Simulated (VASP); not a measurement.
# CdS (I4mm) in VASP: further runs, part 2 of 2

VASP 6.6.1. Earlier steps stand in the parts before.

## Step 3: Single point, r2SCAN

This run uses another cell than the first one, of 18.79 Å³/atom, 0.861 times its volume.

Input file POSCAR:

```
CdS
1.0
    0.0000000000      2.6587335697      2.6587335697
    2.6587335697      0.0000000000      2.6587335697
    2.6587335697      2.6587335697      0.0000000000
Cd S
1 1
Direct
   -0.0106154634      0.0106154634      0.0106154634
    0.5372216687      0.4627783313      0.4627783313
```

Input file INCAR.step1:

```
PREC     = Accurate       # precision mode
ENCUT    = 520            # plane-wave cutoff, eV
ISMEAR   = 0              # smearing method
SIGMA    = 0.05           # smearing width, eV
LREAL    = F              # projectors in reciprocal space
LASPH    = T              # aspherical terms in the spheres
NELM     = 80             # most SCF steps
NBANDS   = 16             # bands
GGA      = PE             # functional
ALGO     = Normal         # electronic algorithm
EDIFF    = 1E-4           # SCF threshold, eV
LWAVE    = T              # write WAVECAR
LCHARG   = F              # write CHGCAR
```

Input file INCAR.step2:

```
PREC     = Accurate       # precision mode
ENCUT    = 520            # plane-wave cutoff, eV
EDIFF    = 1E-7           # SCF threshold, eV
ISMEAR   = 0              # smearing method
SIGMA    = 0.05           # smearing width, eV
LREAL    = F              # projectors in reciprocal space
LASPH    = T              # aspherical terms in the spheres
NELM     = 80             # most SCF steps
ALGO     = Normal         # electronic algorithm
ISIF     = 2              # what is computed and relaxed
LWAVE    = F              # write WAVECAR
LCHARG   = F              # write CHGCAR
METAGGA  = R2SCAN         # meta-GGA
LMIXTAU  = T            
NBANDS   = 16             # bands
ISTART   = 1
```

Input file KPOINTS:

```
regular mesh
0
Gamma
  8 8 8
```

Potentials or basis: VASP PAW PBE potentials, release 64 (Cd, S).

Run with:

```
cat potpaw_PBE.64/Cd/POTCAR potpaw_PBE.64/S/POTCAR > POTCAR
cp INCAR.step1 INCAR
mpirun -np 1 vasp_std > vasp.out
cp INCAR.step2 INCAR
mpirun -np 1 vasp_std > vasp.out
```

OUTCAR:

```text
PREC = Accurate
   ENCUT = 520
   EDIFF = 1E-7
   ISMEAR = 0
   LREAL = F
   LASPH = T
   NELM = 80
   ISIF = 2
   METAGGA = R2SCAN
   ISTART = 1

 ion  position               nearest neighbor table
   1  0.989  0.011  0.011-   2 2.40   2 2.67   2 2.67   2 2.67   2 2.67   2 2.91
   2  0.537  0.463  0.463-   1 2.40   1 2.67   1 2.67   1 2.67   1 2.67   1 2.91

  LATTYP: Found a face centered cubic cell.
 ALAT       =     5.3174671394

  Lattice vectors:

 A1 = (   0.0000000000,   2.6587335697,   2.6587335697)
 A2 = (   2.6587335697,   0.0000000000,   2.6587335697)
 A3 = (   2.6587335697,   2.6587335697,   0.0000000000)

Analysis of symmetry for initial positions (statically):
=====================================================================
 Subroutine PRICEL returns:
 Original cell was already a primitive cell.

 Routine SETGRP: Setting up the symmetry group for a
 face centered cubic supercell.

 Subroutine GETGRP returns: Found  8 space group operations
[... 155 lines left out ...]
 number of electron      18.0000001 magnetization

 Free energy of the ion-electron system (eV)
  ---------------------------------------------------
  ext. energy  EPLUGINS =         0.00000000
  ---------------------------------------------------
  free energy    TOTEN  =       -29.32217992 eV

  energy without entropy =      -29.32217992  energy(sigma->0) =      -29.32217992

 E-fermi :   3.7802     XC(G=0): -11.4025

 val. band max:        3.4912346914   @ k =   0.0000  -0.2500   0.1250
 cond. band min:       4.3372372452   @ k =   0.5000   0.5000   0.0000
 fundamental gap:      0.8460025539
 Fermi energy:         3.7801826615

 k-point     1 :       0.0000    0.0000    0.0000
  band No.  band energies     occupation
      1     -10.4366      2.00000
      2      -4.6875      2.00000
      3      -4.5696      2.00000
      4      -4.5696      2.00000
      5      -4.4934      2.00000
      6      -4.4932      2.00000
[... 433 lines left out ...]
      3      -4.6552      2.00000
      4      -4.4997      2.00000
      5      -4.2336      2.00000
      6      -4.0487      2.00000
[... 8 lines left out ...]
     15      18.0095      0.00000
     16      19.7952      0.00000

 [... further k-points ...]
[... 5 lines left out ...]
  --------------------------------------------------------------------------------------
  -------------------------------------------------------------------------------------
  Total        4.0786386      1.7367860      1.7367860     -0.0000000      0.0000000      0.0000000
  in kB      173.8486623     74.0290934     74.0290934     -0.0000000      0.0000000      0.0000000
  external PRESSURE =     107.3022830 kB  Pullay stress =       0.0000000 kB

 VOLUME and BASIS-vectors are now :
 -----------------------------------------------------------------------------
  energy-cutoff  :      520.00
  volume of cell :       37.59
      direct lattice vectors                 reciprocal lattice vectors
     0.000000000  2.658733570  2.658733570    -0.188059460  0.188059460  0.188059460
     2.658733570  0.000000000  2.658733570     0.188059460 -0.188059460  0.188059460
     2.658733570  2.658733570  0.000000000     0.188059460  0.188059460 -0.188059460

 POSITION                                       TOTAL-FORCE (eV/Angst)
 -----------------------------------------------------------------------------------
      0.05645      2.65873      2.65873        -1.180390      0.000000      0.000000
      2.46081      2.65873      2.65873         1.180390      0.000000      0.000000
 -----------------------------------------------------------------------------------
    total drift:                                0.000180     -0.000003     -0.000003

  FREE ENERGIE OF THE ION-ELECTRON SYSTEM (eV)
  ---------------------------------------------------
  free  energy   TOTEN  =       -29.3221799161 eV

  energy  without entropy=      -29.3221799161  energy(sigma->0) =      -29.32217992
```

OUTCAR.step1:

```text
PREC = Accurate
   ENCUT = 520
   ISMEAR = 0
   LREAL = F
   LASPH = T
[... 676 lines left out ...]
 -----------------------------------------------------------------------------------
      0.05645      2.65873      2.65873        -1.140167      0.000000      0.000000
      2.46081      2.65873      2.65873         1.140167      0.000000      0.000000
 -----------------------------------------------------------------------------------
    total drift:                               -0.002124      0.000000     -0.000000

  FREE ENERGIE OF THE ION-ELECTRON SYSTEM (eV)
  ---------------------------------------------------
  free  energy   TOTEN  =        -5.6428487332 eV

  energy  without entropy=       -5.6428487326  energy(sigma->0) =       -5.64284873
```

OSZICAR.step1:

```text
N       E                     dE             d eps       ncg     rms          rms(c)
DAV:   1     0.111013226825E+03    0.11101E+03   -0.94893E+03  1968   0.107E+03
DAV:   2    -0.245362265020E+01   -0.11347E+03   -0.10559E+03  2312   0.262E+02
DAV:   3    -0.620367749898E+01   -0.37501E+01   -0.37441E+01  2312   0.503E+01
DAV:   4    -0.621962980899E+01   -0.15952E-01   -0.15951E-01  2296   0.330E+00
DAV:   5    -0.621976900111E+01   -0.13919E-03   -0.13919E-03  2384   0.299E-01    0.977E+00
DAV:   6    -0.567288642393E+01    0.54688E+00   -0.80916E-01  2552   0.126E+01    0.775E+00
DAV:   7    -0.564353581607E+01    0.29351E-01   -0.22042E-01  2408   0.342E+00    0.366E+00
DAV:   8    -0.564310110835E+01    0.43471E-03   -0.23837E-02  2200   0.199E+00    0.443E-01
DAV:   9    -0.564283450049E+01    0.26661E-03   -0.21457E-03  2416   0.736E-01    0.721E-02
DAV:  10    -0.564284873322E+01   -0.14233E-04   -0.20621E-04  1936   0.175E-01
   1 F= -.56428487E+01 E0= -.56428487E+01  d E =-.625653E-09
```

Wall time 1.7 min (1 thread of Intel Xeon Platinum 8375C at 2.90GHz (Ice Lake), shared host); peak memory 0.18 GiB.

What came out:

```
Free energy            : -29.3222 eV
Pressure               : 10.7 GPa
Largest force          : 1.180 eV/Å
Band gap on the k mesh : 0.85 eV, indirect (least direct gap 2.79 eV)
```

Forces in eV/Å, atoms in the order of the input:
```
Cd  -1.180  0.000  0.000
S    1.180  0.000  0.000
```

Stress tensor (GPa, compression positive):
```
17.38  0.00  0.00
 0.00  7.40  0.00
 0.00  0.00  7.40
```

Caveat: the PAW data sets were made with another functional, which shifts forces and pressure a little.

## Step 4: Single point, r2SCAN

This run uses another cell than the first one, of 18.79 Å³/atom, 0.861 times its volume.

Input file POSCAR:

```
CdS
1.0
    0.0000000000      2.6587335697      2.6587335697
    2.6587335697      0.0000000000      2.6587335697
    2.6587335697      2.6587335697      0.0000000000
Cd S
1 1
Direct
   -0.0063692780      0.0063692780      0.0063692780
    0.5223330012      0.4776669988      0.4776669988
```

Input file INCAR.step1:

```
SYSTEM = CdS
PREC = Accurate
ENCUT = 520
ISMEAR = 0
SIGMA = 0.05
LREAL = .False.
LASPH = .True.
NELM = 60
NBANDS = 16
GGA = PE
ALGO = Normal
EDIFF = 1E-4
LWAVE = .True.
LCHARG = .False.
```

Input file INCAR.step2:

```
SYSTEM = CdS
PREC = Accurate
ENCUT = 520
EDIFF = 1E-7
ISMEAR = 0
SIGMA = 0.05
LREAL = .False.
LASPH = .True.
NELM = 60
ALGO = Normal
ISIF = 2
LWAVE = .False.
LCHARG = .True.
METAGGA = R2SCAN
LMIXTAU = .True.
LELF = .True.
LVHAR = .True.
NBANDS = 16
ISTART = 1
```

Input file KPOINTS:

```
Automatic mesh
0
Gamma
  8 8 8
  0 0 0
```

Run with:

```
cat potpaw_PBE.64/Cd/POTCAR potpaw_PBE.64/S/POTCAR > POTCAR
cp INCAR.step1 INCAR
mpirun -np 1 vasp_std > vasp.out
cp INCAR.step2 INCAR
mpirun -np 1 vasp_std > vasp.out
```

It took 1.8 min on 1 thread of Intel Xeon Platinum 8375C at 2.90GHz (Ice Lake), shared host; peak memory 0.18 GiB.

It converged, with:

```
Free energy            : -29.4088 eV
Pressure               : 9.0 GPa
Largest force          : 0.570 eV/Å
Band gap on the k mesh : 0.77 eV, indirect (least direct gap 2.88 eV)
```

Forces in eV/Å, atoms in the order of the input:
```
Cd  -0.570  0.000  0.000
S    0.570  0.000  0.000
```

Stress tensor (GPa, compression positive):
```
11.37  0.00  0.00
 0.00  7.84  0.00
 0.00  0.00  7.84
```

Levels at points of the mesh, in eV from the valence-band top:
```csv
k point,band 5,band 6,band 7,band 8,band 9,band 10,band 11,band 12,band 13,band 14
"(0.00, 0.00, 0.00)",-8.02,-8.02,-0.89,-0.89,-0.88,2.00,9.66,9.66,9.70,12.06
"(0.50, 0.00, 0.00)",-7.77,-7.77,-5.28,-0.03,0.00,4.04,6.43,6.50,8.30,13.39
"(0.50, 0.50, 0.00)",-7.68,-6.79,-4.89,-2.51,-2.47,0.77,6.25,11.36,12.99,13.05
"(0.00, 0.50, 0.50)",-7.69,-6.79,-4.94,-2.53,-2.53,0.79,6.33,11.43,12.94,12.94
```

Caveat: the PAW data sets were made with another functional, which shifts forces and pressure a little.

## Step 5: Single point, r2SCAN

This run uses another cell than the first one, of 18.79 Å³/atom, 0.861 times its volume.

Input file POSCAR:

```
CdS
1.0
    0.0000000000      2.6587335697      2.6587335697
    2.6587335697      0.0000000000      2.6587335697
    2.6587335697      2.6587335697      0.0000000000
Cd S
1 1
Direct
   -0.0084923707      0.0084923707      0.0084923707
    0.5297773349      0.4702226651      0.4702226651
```

Input file INCAR.step1:

```
SYSTEM = CdS
  PREC = Accurate
  ENCUT = 520
  ISMEAR = 0
  SIGMA = 0.05
  LREAL = .False.
  LASPH = .True.
  NELM = 100
  NBANDS = 16
  GGA = PE
  ALGO = Normal
  EDIFF = 1E-4
  LWAVE = .True.
  LCHARG = .False.
```

Input file INCAR.step2:

```
SYSTEM = CdS
  PREC = Accurate
  ENCUT = 520
  EDIFF = 1E-7
  ISMEAR = 0
  SIGMA = 0.05
  LREAL = .False.
  LASPH = .True.
  NELM = 100
  ALGO = Normal
  ISIF = 2
  LWAVE = .False.
  LCHARG = .False.
  METAGGA = R2SCAN
  LMIXTAU = .True.
  NBANDS = 16
  ISTART = 1
```

KPOINTS is that of step 4.

Run with:

```
cat potpaw_PBE.64/Cd/POTCAR potpaw_PBE.64/S/POTCAR > POTCAR
cp INCAR.step1 INCAR
mpirun -np 1 vasp_std > vasp.out
cp INCAR.step2 INCAR
mpirun -np 1 vasp_std > vasp.out
```

It took 1.8 min on 1 thread of Intel Xeon Platinum 8375C at 2.90GHz (Ice Lake), shared host; peak memory 0.18 GiB.

The run converged. Its results:

* Free energy: -29.3732 eV
* Pressure: 9.8 GPa
* Largest force: 0.840 eV/Å
* Band gap on the k mesh: 0.80 eV, indirect (least direct gap 2.84 eV)

Forces in eV/Å, atoms in the order of the input:
```
Cd  -0.840  0.000  0.000
S    0.840  0.000  0.000
```

Stress tensor (GPa, compression positive):
```
13.96  0.00  0.00
 0.00  7.65  0.00
 0.00  0.00  7.65
```

Levels at points of the mesh, in eV from the valence-band top:
```csv
k point,band 7,band 8,band 9,band 10,band 11,band 12
"(0.00, 0.00, 0.00)",-0.84,-0.84,-0.82,2.02,9.60,9.60
"(0.50, 0.00, 0.00)",-5.26,-0.05,0.00,4.09,6.47,6.58
"(0.50, 0.50, 0.00)",-4.87,-2.48,-2.40,0.80,6.21,11.39
"(0.00, 0.50, 0.50)",-4.95,-2.51,-2.51,0.84,6.35,11.50
```

Caveat: the PAW data sets were made with another functional, which shifts forces and pressure a little.

## Step 6: Single point, r2SCAN

This run uses another cell than the first one, of 19.28 Å³/atom, 0.883 times its volume.

Input file POSCAR:

```
CdS
1.0
    0.0000000000      2.6813668913      2.6813668913
    2.6813668913      0.0000000000      2.6813668913
    2.6813668913      2.6813668913      0.0000000000
Cd S
1 1
Direct
   -0.0063692780      0.0063692780      0.0063692780
    0.5223330012      0.4776669988      0.4776669988
```

Input file INCAR.step1:

```
  ALGO = Normal
  EDIFF = 1E-4
  ENCUT = 520
  GGA = PE
  ISMEAR = 0
  LASPH = True
  LCHARG = False
  LREAL = False
  LWAVE = True
  NBANDS = 16
  NELM = 60
  PREC = Accurate
  SIGMA = 0.05
```

Input file INCAR.step2:

```
  ALGO = Normal
  EDIFF = 1E-7
  ENCUT = 520
  ISIF = 2
  ISMEAR = 0
  ISTART = 1
  LASPH = True
  LCHARG = True
  LELF = True
  LMIXTAU = True
  LREAL = False
  LVHAR = True
  LWAVE = False
  METAGGA = R2SCAN
  NBANDS = 16
  NELM = 60
  PREC = Accurate
  SIGMA = 0.05
```

Input file KPOINTS:

```
k-points
0
Gamma
  8 8 8
```

Potentials or basis: VASP PAW PBE potentials, release 64 (Cd, S).

Run with:

```
cat potpaw_PBE.64/Cd/POTCAR potpaw_PBE.64/S/POTCAR > POTCAR
cp INCAR.step1 INCAR
mpirun -np 1 vasp_std > vasp.out
cp INCAR.step2 INCAR
mpirun -np 1 vasp_std > vasp.out
```

OUTCAR:

```text
EDIFF = 1E-7
   ENCUT = 520
   ISIF = 2
   ISMEAR = 0
   ISTART = 1
   LASPH = True
   LREAL = False
   METAGGA = R2SCAN
   NELM = 60
   PREC = Accurate

 ion  position               nearest neighbor table
   1  0.994  0.006  0.006-   2 2.53   2 2.69   2 2.69   2 2.69   2 2.69   2 2.84
   2  0.522  0.478  0.478-   1 2.53   1 2.69   1 2.69   1 2.69   1 2.69   1 2.84

  LATTYP: Found a face centered cubic cell.
 ALAT       =     5.3627337826

  Lattice vectors:

 A1 = (   0.0000000000,   2.6813668913,   2.6813668913)
[... 626 lines left out ...]
      4      -4.6858      2.00000
      5      -4.4399      2.00000
      6      -4.3007      2.00000
[... 8 lines left out ...]
     15      17.6686      0.00000
     16      19.3806      0.00000

 [... further k-points ...]
[... 5 lines left out ...]
  --------------------------------------------------------------------------------------
  -------------------------------------------------------------------------------------
  Total        1.9867348      1.2129024      1.2129024     -0.0000000      0.0000000      0.0000000
  in kB       82.5565938     50.4008334     50.4008334     -0.0000000      0.0000000      0.0000000
  external PRESSURE =      61.1194202 kB  Pullay stress =       0.0000000 kB

 VOLUME and BASIS-vectors are now :
 -----------------------------------------------------------------------------
  energy-cutoff  :      520.00
  volume of cell :       38.56
      direct lattice vectors                 reciprocal lattice vectors
     0.000000000  2.681366891  2.681366891    -0.186472057  0.186472057  0.186472057
     2.681366891  0.000000000  2.681366891     0.186472057 -0.186472057  0.186472057
     2.681366891  2.681366891  0.000000000     0.186472057  0.186472057 -0.186472057

 POSITION                                       TOTAL-FORCE (eV/Angst)
 -----------------------------------------------------------------------------------
      0.03416      2.68137      2.68137        -0.494316      0.000000      0.000000
      2.56160      2.68137      2.68137         0.494316      0.000000      0.000000
 -----------------------------------------------------------------------------------
    total drift:                                0.000084     -0.000007     -0.000007

  FREE ENERGIE OF THE ION-ELECTRON SYSTEM (eV)
  ---------------------------------------------------
  free  energy   TOTEN  =       -29.4545136751 eV

  energy  without entropy=      -29.4545136751  energy(sigma->0) =      -29.45451368
```

OSZICAR.step1:

```text
N       E                     dE             d eps       ncg     rms          rms(c)
DAV:   1     0.107382619861E+03    0.10738E+03   -0.94156E+03  1960   0.106E+03
DAV:   2    -0.266706903165E+01   -0.11005E+03   -0.10288E+03  2320   0.259E+02
DAV:   3    -0.633209792688E+01   -0.36650E+01   -0.36596E+01  2336   0.493E+01
DAV:   4    -0.634848224359E+01   -0.16384E-01   -0.16383E-01  2368   0.330E+00
DAV:   5    -0.634862931189E+01   -0.14707E-03   -0.14707E-03  2304   0.301E-01    0.881E+00
DAV:   6    -0.580887208075E+01    0.53976E+00   -0.81586E-01  2528   0.121E+01    0.715E+00
DAV:   7    -0.578137190212E+01    0.27500E-01   -0.19325E-01  2368   0.318E+00    0.353E+00
DAV:   8    -0.578091179987E+01    0.46010E-03   -0.21183E-02  2240   0.185E+00    0.383E-01
DAV:   9    -0.578067589718E+01    0.23590E-03   -0.19042E-03  2360   0.668E-01    0.710E-02
DAV:  10    -0.578070116866E+01   -0.25271E-04   -0.19273E-04  1888   0.159E-01
   1 F= -.57807012E+01 E0= -.57807011E+01  d E =-.596404E-07
```

Run time: 98 s. Hardware: 1 thread of Intel Xeon Platinum 8375C at 2.90GHz (Ice Lake), shared host; peak memory 0.19 GiB.

What came out:

```
Free energy            : -29.4545 eV
Pressure               : 6.1 GPa
Largest force          : 0.494 eV/Å
Band gap on the k mesh : 0.78 eV, indirect (least direct gap 2.69 eV)
```

Forces on the atoms (eV/Å):
```
Cd  -0.494  0.000  0.000
S    0.494  0.000  0.000
```

Stress tensor (GPa, compression positive):
```
8.26 0.00 0.00
0.00 5.04 0.00
0.00 0.00 5.04
```

Levels at points of the mesh, in eV from the valence-band top:
```
           k point  band 5  band 6  band 7  band 8  band 9  band 10  band 11  band 12  band 13  band 14
(0.00, 0.00, 0.00)   -7.95   -7.95   -0.83   -0.83   -0.82     1.87     9.65     9.65     9.71    12.06
(0.50, 0.00, 0.00)   -7.72   -7.72   -5.15   -0.03    0.00     4.07     6.46     6.52     8.07    13.27
(0.50, 0.50, 0.00)   -7.64   -6.80   -4.70   -2.40   -2.35     0.78     6.29    11.18    12.78    12.83
(0.00, 0.50, 0.50)   -7.65   -6.80   -4.74   -2.41   -2.41     0.80     6.37    11.24    12.73    12.73
```

Caveat: the PAW data sets were made with another functional, which shifts forces and pressure a little. r2SCAN opens gaps a little over a GGA but as a rule still falls short of measured ones.

## Step 7: The runs side by side

| cell | gap on the mesh (eV) | pressure (GPa) | largest force (eV/Å) |
| --- | --- | --- | --- |
| a = 3.953 Å, angles 60.0°, 2 atoms | 0.80 | -3.7 | 0.30 |
| a = 3.760 Å, angles 60.0°, 2 atoms | 0.80 | 9.8 | 0.84 |
| a = 3.792 Å, angles 60.0°, 2 atoms | 0.78 | 6.1 | 0.49 |

Some of these runs hold the atoms at other places in the same cell, which the table doesn't show; runs alike in all that it shows share one row.

Alike in all rows: task single point; level r2SCAN; potentials or basis VASP PAW PBE potentials, release 64 (Cd, S); no spin polarisation; k mesh 8 × 8 × 8; cutoff (eV) 520; smearing gaussian 0.05 eV.

Caveats: the PAW data sets were made with another functional, which shifts forces and pressure a little.

Absolute energies hang on the potentials; compare differences alone.
